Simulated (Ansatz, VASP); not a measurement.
One calculation of Mg4O, two programs

INCAR

```
SYSTEM = Mg4O
PREC = Accurate ; ENCUT = 520
EDIFF = 1E-6 ; ISMEAR = 0
SIGMA = 0.1 ; LREAL = .False.
LASPH = .True. ; NELM = 60
ALGO = Normal ; ISIF = 2
LWAVE = .False. ; LCHARG = .False.
LDIPOL = .True. ; IDIPOL = 3
DIPOL = 0.5 0.5 0.314 ; GGA = CA
NBANDS = 15
```

Contents of KPOINTS:

```
Automatic mesh
0
Gamma
  8 5 1
  0 0 0
```

POSCAR

```
Mg4O
1.0
    3.1466128697      0.0000000000      0.0000000000
    0.0000000000      5.0388886589      0.0000000000
    0.0000000000      0.0000000000     20.5846139733
Mg O
4 1
Direct
    0.0000000000      0.7500000000      0.1943198937
    0.5000000000      0.2500000000      0.2384474589
    0.5000000000      0.7500000000      0.3306067122
    0.0000000000      0.2500000000      0.3684603453
    0.3750000000      0.6250000000      0.4398729063
```

Input for Ansatz:

```yaml
crystal:
  lattice:
    - [3.1466128697, 0.0, 0.0]
    - [0.0, 5.0388886589, 0.0]
    - [0.0, 0.0, 20.5846139733]
  atoms:
    - { symbol: Mg, position: [0.0, 0.75, 0.1943198937] }
    - { symbol: Mg, position: [0.5, 0.25, 0.2384474589] }
    - { symbol: Mg, position: [0.5, 0.75, 0.3306067122] }
    - { symbol: Mg, position: [0.0, 0.25, 0.3684603453] }
    - { symbol: O, position: [0.375, 0.625, 0.4398729063] }
basis:
  ecutwfc: 420
kpoints:
  mp_grid: { grid: [8, 5, 1] }
hamiltonian:
  xc: lda
scf:
  occupations: { method: gaussian, width: 0.1 }
output:
  forces: true
  eigenvalues: true
efield:
  axis: 3
  dipole_correction: true
  ramp_width: 0.04
```

Alike in both runs: task single point; functional LDA; k mesh 8 × 5 × 1; occupations gaussian, width 0.1 eV; no spin polarisation.

|  | VASP | Ansatz |
| --- | --- | --- |
| version | VASP 6.6.1 | Ansatz 0.2.0 |
| potentials or method | VASP PAW LDA potentials, release 64 (Mg, O), cutoff 520 eV | scalar-relativistic, plane waves, PAW |
| valence electrons in the cell | 14 | 46 |

```tsv
	VASP	Ansatz	Ansatz less VASP
gap on the k mesh at the Fermi level (eV)	none	none	-
rms of the force components (eV/Å)	1.249	1.249	+0.0005
```

LDA's correlation is that of Perdew and Zunger in VASP and of Perdew and Wang (1992) in Ansatz. Atom by atom the forces differ by 0.008 eV/Å (rms over components). A gap of «none» marks a metal or a gap that the smearing closes. VASP's potentials hold 14 valence electrons a cell and Ansatz's 46, so a difference there can come from the potentials and not from the codes.
